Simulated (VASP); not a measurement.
Here is a VASP 6.6.1 calculation.

The input INCAR:

```
ALGO     = Normal         # electronic algorithm
EDIFF    = 1E-6           # SCF threshold, eV
ENCUT    = 500            # plane-wave cutoff, eV
GGA      = PE             # functional
GGA_COMPAT= False        
ISIF     = 2              # what is computed and relaxed
ISMEAR   = -1             # smearing method
LASPH    = True           # aspherical terms in the spheres
LCHARG   = False          # write CHGCAR
LORBIT   = 11             # projections on sites
LORBMOM  = True         
LREAL    = False          # projectors in reciprocal space
LSORBIT  = True           # spin-orbit coupling
LWAVE    = False          # write WAVECAR
MAGMOM   = 0 0 0 0 0 0    # initial moments
NBANDS   = 32             # bands
NELM     = 200            # most SCF steps
PREC     = Accurate       # precision mode
SIGMA    = 0.03           # smearing width, eV
```

KPOINTS

```
k-points
0
Gamma
  8 8 8
```

POSCAR

```
TlBr
1.0
    3.9700000000      0.0000000000      0.0000000000
    0.0000000000      3.9700000000      0.0000000000
    0.0000000000      0.0000000000      3.9700000000
Tl Br
1 1
Direct
    0.0000000000      0.0000000000      0.0000000000
    0.5000000000      0.5000000000      0.5000000000
```

Potentials or basis: VASP PAW PBE potentials, release 64 (Tl_d, Br).

Launch:

```console
$ cat potpaw_PBE.64/Tl_d/POTCAR potpaw_PBE.64/Br/POTCAR > POTCAR
$ mpirun -np 1 vasp_ncl > vasp.out
```

Problem. What does it give for the pressure?

Solution. 1.3 GPa.

Problem. Estimate the net moment.

Solution. 0.00 μB per cell.

Moments on the atoms (μB; x, y, z):
```
Tl  0.00 0.00 0.00
Br  0.00 0.00 0.00
```
